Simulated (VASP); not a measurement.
A run of VASP 6.6.1:

File INCAR:

```
PREC = Accurate ; ENCUT = 600
EDIFF = 1E-6 ; ISMEAR = 0
SIGMA = 0.1 ; LREAL = False
LASPH = True ; NELM = 60
ALGO = Normal ; ISIF = 3
LWAVE = False ; LCHARG = False
GGA = PE ; IBRION = 2
NSW = 100 ; EDIFFG = -0.01
```

File KPOINTS:

```
regular mesh
0
Gamma
  12 12 14
```

POSCAR

```
SiB2
1.0
    4.8364835159      0.0000000000      0.0000000000
   -2.4182417580      4.1885175898      0.0000000000
    0.0000000000      0.0000000000      2.7972293134
Si B
2 4
Direct
    0.6666666667      0.3333333333      0.5000000000
    0.3333333333      0.6666666667      0.5000000000
    0.2256133936      0.2256133936      0.0000000000
    0.0000000000      0.7743866064      0.0000000000
    0.7743866064      0.0000000000      0.0000000000
    0.0000000000      0.0000000000      0.5000000000
```

Potentials or basis: VASP PAW PBE potentials, release 64 (Si, B).

Run with:

```bash
$ cat potpaw_PBE.64/Si/POTCAR potpaw_PBE.64/B/POTCAR > POTCAR
$ mpirun -np 1 vasp_std > vasp.out
```

Hardware: 1 thread of Intel(R) Xeon(R) Platinum 8259CL CPU @ 2.50GHz (Skylake/Cascade Lake) (shared host).

Q: Estimate the wall time of this run.

A: It took 7.3 min on 1 thread of Intel(R) Xeon(R) Platinum 8259CL CPU @ 2.50GHz (Skylake/Cascade Lake), on a shared host, peak memory 0.28 GiB. Counts: scf iterations 69, k points 152, ion steps 11.
